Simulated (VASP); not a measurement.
# Ti (Fmmm) in VASP: a series of runs

Runs on Ti. Level: r2SCAN. Tasks: single point.

All numbers are computed with VASP 6.6.1; they aren't measurements. Logs are shortened: lines on timing, memory, paths and dates and some standing lists are left out, and cuts for length are marked.

**1. The cell of the first run**

Symmetry: Fmmm, No. 69, orthorhombic system. Conventional cell: a = 3.282 Å, b = 4.611 Å, c = 4.672 Å, α = 90.00°, β = 90.00°, γ = 90.00°. Within 3.7 Å of Ti (site symmetry mmm) lie 14 Ti at 2.83 to 3.28 Å.

This isn't the form of Ti at room conditions, which is hcp.

**2. Single point, r2SCAN**

Input file POSCAR:

```
Ti
1.0
   -1.6300600000      1.6300600000      1.6410000000
    1.6300600000     -1.6300600000      1.6410000000
    1.6519400000      1.6519400000     -1.6410000000
Ti
1
Direct
    0.0000000000      0.0000000000      0.0000000000
```

Input file INCAR.step1:

```
ALGO = Normal
EDIFF = 1E-4
ENCUT = 520
GGA = PE
ISMEAR = -1
LASPH = True
LCHARG = False
LREAL = False
LWAVE = True
NBANDS = 12
NELM = 60
PREC = Accurate
SIGMA = 0.1
```

Input file INCAR.step2:

```
ALGO = Normal
EDIFF = 1E-6
ENCUT = 520
ISIF = 2
ISMEAR = -1
ISTART = 1
LASPH = True
LCHARG = True
LELF = True
LMIXTAU = True
LREAL = False
LVHAR = True
LWAVE = False
METAGGA = R2SCAN
NBANDS = 12
NELM = 60
PREC = Accurate
SIGMA = 0.1
```

Input file KPOINTS:

```
k-points
0
Gamma
  15 15 15
```

Potentials or basis: VASP PAW PBE potentials, release 64 (Ti_sv).

On the command line:

```console
$ cat potpaw_PBE.64/Ti_sv/POTCAR > POTCAR
$ cp INCAR.step1 INCAR
$ mpirun -np 1 vasp_std > vasp.out
$ cp INCAR.step2 INCAR
$ mpirun -np 1 vasp_std > vasp.out
```

OUTCAR:

```text
EDIFF = 1E-6
   ENCUT = 520
   ISIF = 2
   ISMEAR = -1
   ISTART = 1
   LASPH = True
   LREAL = False
   METAGGA = R2SCAN
   NELM = 60
   PREC = Accurate

 ion  position               nearest neighbor table
   1  0.000  0.000  0.000-

  LATTYP: Found a face centered orthorhombic cell.
 ALAT       =     3.2820000000
 B/A-ratio  =     1.4047854720
 C/A-ratio  =     1.4236416528

  Lattice vectors:

 A1 = (   3.2820000000,   0.0218800000,   0.0000000000)
 A2 = (   1.6519400000,   1.6519400000,   1.6410000000)
 A3 = (   1.6300600000,  -1.6300600000,   1.6410000000)

Analysis of symmetry for initial positions (statically):
=====================================================================
 Subroutine PRICEL returns:
 Original cell was already a primitive cell.

 Routine SETGRP: Setting up the symmetry group for a
 face centered orthorhombic supercell.

 Subroutine GETGRP returns: Found  8 space group operations
 (whereof  8 operations were pure point group operations)
 out of a pool of  8 trial point group operations.

The static configuration has the point symmetry D_2h.

Analysis of symmetry for dynamics (positions and initial velocities):
=====================================================================
 Subroutine PRICEL returns:
 Original cell was already a primitive cell.

 Routine SETGRP: Setting up the symmetry group for a
 face centered orthorhombic supercell.

 Subroutine GETGRP returns: Found  8 space group operations
 (whereof  8 operations were pure point group operations)
 out of a pool of  8 trial point group operations.

The dynamic configuration has the point symmetry D_2h.

 Subroutine INISYM returns: Found  8 space group operations
 (whereof  8 operations are pure point group operations),
 and found     1 'primitive' translations

----------------------------------------------------------------------------------------

                                     Primitive cell

  volume of cell :      17.6753

  direct lattice vectors                    reciprocal lattice vectors
    -1.630060000  1.630060000  1.641000000    -0.002031372  0.304705803  0.304692261
     1.630060000 -1.630060000  1.641000000     0.304705803 -0.002031372  0.304692261
     1.651940000  1.651940000 -1.641000000     0.302674431  0.302674431  0.000000000

  length of vectors
     2.829677050  2.829677050  2.854941773     0.430914292  0.430914292  0.428046286

  position of ions in fractional coordinates (direct lattice)
     0.000000000  0.000000000  0.000000000

  ion indices of the primitive-cell ions
[... 77 lines left out ...]
   NSW    =      0    number of steps for IOM
   IBRION =     -1    ionic relax: 0-MD 1-quasi-New 2-CG
   NFREE  =      0    steps in history (QN), initial steepest desc. (CG)
   ISIF   =      2    stress and relaxation
   ISYM   =      2    0-nonsym 1-usesym 2-fastsym
   POTIM  = 0.5000    time-step for ionic-motion
   TEBEG  =    0.0;   TEEND  =   0.0 temperature during run
   PSTRESS=    0.0 pullay stress
   NELECT =      12.0000    total number of electrons
   NUPDOWN=      -1.0000    fix difference up-down
   EMIN   =  10.00;   EMAX   =-10.00  energy-range for DOS
   EFERMI =   0.00;   METHOD = LEGACY
   ISMEAR =    -1;   SIGMA  =   0.10  broadening in eV -4-tet -1-fermi 0-gaus
   EFERMI_NEDOS =   21; number of points for ismear=-14 and -15
   IALGO  =     38    algorithm
   IMIX   =      4    mixing-type and parameters
     AMIX     =   0.40;   BMIX     =  1.00
     AMIX_MAG =   1.60;   BMIX_MAG =  1.00
  volume/ion in A,a.u.               =      17.68       119.28
  Fermi-wavevector in a.u.,A,eV,Ry     =   1.438842  2.719017 28.167683  2.070266
  Thomas-Fermi vector in A             =   2.557764
   LORBIT       =      0    0 simple, 1 ext, 2 COOP (PROOUT), +10 PAW based schemes
   METAGGA = R2SCAN    functional components
   LHFCALC =     F    Hartree Fock is set to
   AEXX    =    0.0000 exact exchange contribution
   IVDW    =     0    specifies the selected vdW correction
   LEPSILON=     F    determine dielectric tensor
   LRPA    =     F    only Hartree local field effects (RPA)
 non-spin polarized calculation
  energy-cutoff  :      520.00
  volume of cell :       17.68
 maximum number of plane-waves:       489
 NGX is ok and might be reduce to    24
   NGX = 11   NGY = 11   NGZ = 11

 number of electron      12.0000001 magnetization

 Free energy of the ion-electron system (eV)
  ---------------------------------------------------
  ext. energy  EPLUGINS =         0.00000000
  ---------------------------------------------------
  free energy    TOTEN  =       -12.84767215 eV

  energy without entropy =      -12.77240263  energy(sigma->0) =      -12.81003739

 E-fermi :   7.9404     XC(G=0): -12.3103

 val. band max:        7.9391799673   @ k =  -0.2667  -0.3333   0.0667
 cond. band min:       7.9407758980   @ k =   0.2667   0.0000   0.2000
 fundamental gap:      0.0015959307
 Fermi energy:         7.9404234915

 k-point     1 :       0.0000    0.0000    0.0000
  band No.  band energies     occupation
      1     -51.0096      2.00000
      2     -25.8393      2.00000
      3     -25.8320      2.00000
      4     -25.8249      2.00000
      5       1.6342      2.00000
      6       8.9946      0.00005
      7       9.0600      0.00003
      8       9.1316      0.00001
      9      10.8071      0.00000
     10      10.8096      0.00000
     11      25.7614      0.00000
     12      25.9026      0.00000
[... 331 lines left out ...]
 k-point    24 :       0.2000    0.1333    0.0000
  band No.  band energies     occupation
      1     -50.9302      2.00000
      2     -26.2215      2.00000
      3     -25.9545      2.00000
      4     -25.8717      2.00000
      5       4.1597      2.00000
      6       8.0671      0.43976
      7       8.2277      0.10703
      8      10.3424      0.00000
      9      10.9928      0.00000
     10      11.1454      0.00000
     11      21.6892      0.00000
     12      22.7720      0.00000

 [... further k-points ...]
[... 5 lines left out ...]
  --------------------------------------------------------------------------------------
  -------------------------------------------------------------------------------------
  Total       -0.2481190     -0.2481190     -0.2466140     -0.0617323      0.0000000      0.0000000
  in kB      -22.4907590    -22.4907590    -22.3543448     -5.5957249      0.0000000      0.0000000
  external PRESSURE =     -22.4452876 kB  Pullay stress =       0.0000000 kB

 VOLUME and BASIS-vectors are now :
 -----------------------------------------------------------------------------
  energy-cutoff  :      520.00
  volume of cell :       17.68
      direct lattice vectors                 reciprocal lattice vectors
    -1.630060000  1.630060000  1.641000000    -0.002031372  0.304705803  0.304692261
     1.630060000 -1.630060000  1.641000000     0.304705803 -0.002031372  0.304692261
     1.651940000  1.651940000 -1.641000000     0.302674431  0.302674431  0.000000000

 POSITION                                       TOTAL-FORCE (eV/Angst)
 -----------------------------------------------------------------------------------
      0.00000      0.00000      0.00000         0.000000      0.000000      0.000000
 -----------------------------------------------------------------------------------
    total drift:                                0.000000      0.000000      0.000000

  FREE ENERGIE OF THE ION-ELECTRON SYSTEM (eV)
  ---------------------------------------------------
  free  energy   TOTEN  =       -12.8476721537 eV

  energy  without entropy=      -12.7724026324  energy(sigma->0) =      -12.81003739
```

OUTCAR.step1:

```text
EDIFF = 1E-4
   ENCUT = 520
   GGA = PE
   ISMEAR = -1
   LASPH = True
[... 577 lines left out ...]

 POSITION                                       TOTAL-FORCE (eV/Angst)
 -----------------------------------------------------------------------------------
      0.00000      0.00000      0.00000        -0.000000      0.000000      0.000000
 -----------------------------------------------------------------------------------
    total drift:                                0.000000      0.000000     -0.000000

  FREE ENERGIE OF THE ION-ELECTRON SYSTEM (eV)
  ---------------------------------------------------
  free  energy   TOTEN  =        -7.7597484223 eV

  energy  without entropy=       -7.6806669227  energy(sigma->0) =       -7.72020767
```

It took 3.2 min on 1 thread of Intel Xeon Platinum 8488C (Sapphire Rapids), shared host; peak memory 0.23 GiB.

What came out:

```yaml
Free_energy: -12.8477 eV
Pressure: -2.2 GPa
Band_gap_on_the_k_mesh: zero (bands 6 and 7 overlap by 1.77 eV)
```

Stress tensor (GPa, compression positive):
```
-2.25 -0.56  0.00
-0.56 -2.25  0.00
 0.00  0.00 -2.24
```

Caveat: the PAW data sets were made with another functional, which shifts forces and pressure a little.

**3. Single point, r2SCAN**

Input file POSCAR:

```
Ti
1.0
   -1.6245900000      1.6245900000      1.6410000000
    1.6245900000     -1.6245900000      1.6410000000
    1.6574100000      1.6574100000     -1.6410000000
Ti
1
Direct
    0.0000000000      0.0000000000      0.0000000000
```

Input file INCAR.step1:

```
PREC = Accurate
ENCUT = 520
ISMEAR = -1
SIGMA = 0.1
LREAL = F
LASPH = T
NELM = 80
NBANDS = 12
GGA = PE
ALGO = Normal
EDIFF = 1E-4
LWAVE = T
LCHARG = F
```

Input file INCAR.step2:

```
PREC = Accurate
ENCUT = 520
EDIFF = 1E-6
ISMEAR = -1
SIGMA = 0.1
LREAL = F
LASPH = T
NELM = 80
ALGO = Normal
ISIF = 2
LWAVE = F
LCHARG = F
METAGGA = R2SCAN
LMIXTAU = T
NBANDS = 12
ISTART = 1
```

Input file KPOINTS:

```
Automatic mesh
0
Gamma
  15 15 15
```

Potentials or basis: VASP PAW PBE potentials, release 64 (Ti_sv).

On the command line:

```console
$ cat potpaw_PBE.64/Ti_sv/POTCAR > POTCAR
$ cp INCAR.step1 INCAR
$ mpirun -np 1 vasp_std > vasp.out
$ cp INCAR.step2 INCAR
$ mpirun -np 1 vasp_std > vasp.out
```

Run time: 3.8 min. Hardware: 1 thread of Intel Xeon Platinum 8488C (Sapphire Rapids), shared host; peak memory 0.23 GiB.

Results (log left out):

| Quantity | Value |
| --- | --- |
| Free energy | -12.8472 eV |
| Pressure | -2.1 GPa |
| Band gap on the k mesh | zero (bands 6 and 7 overlap by 1.77 eV) |

Stress tensor (GPa, compression positive):
```
-2.15 -0.83  0.00
-0.83 -2.15  0.00
 0.00  0.00 -2.11
```

Levels at points of the mesh, in eV from the Fermi level:
```
           k point  band 4  band 5  band 6  band 7  band 8  band 9
(0.00, 0.00, 0.00)  -33.76   -6.30    1.02    1.12    1.23    2.87
```

Caveat: the PAW data sets were made with another functional, which shifts forces and pressure a little.
